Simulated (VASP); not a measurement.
The system is CdTe.

```
Cd Te
1.0
     0.00000    3.34555    3.34555
     3.34555    0.00000    3.34555
     3.34555    3.34555    0.00000
Cd Te
1 1
Cartesian
  0.0000 0.0000 0.0000
  1.6728 1.6728 1.6728
```

This cell differs from its parent crystal: strain +2.0%.

Base run:

| Item | Value |
| --- | --- |
| Program | VASP 6.6.1 |
| Functional | PBE |
| Potentials or basis | VASP PAW PBE potentials, release 64 (Cd, Te) |
| Cutoff | 520 eV |
| k mesh | 6 × 6 × 6 |
| Occupations | fermi-dirac, width 0.02 eV |
| Spin | no spin polarisation |

Its results: band gap on the k mesh 0.49 eV, direct; pressure -1.0 GPa.

Problem. The run is repeated on the same cell with these changes: functional from PBE to r2SCAN; occupations from fermi-dirac, width 0.02 eV to gaussian, width 0.01 eV. What comes out?

Solution. Band gap on the k mesh 0.96 eV, direct; pressure -2.0 GPa.

Caveats: spin-orbit coupling is left out, which moves the levels of the heavy elements; the PAW data sets were made with another functional, which shifts forces and pressure a little (some runs).

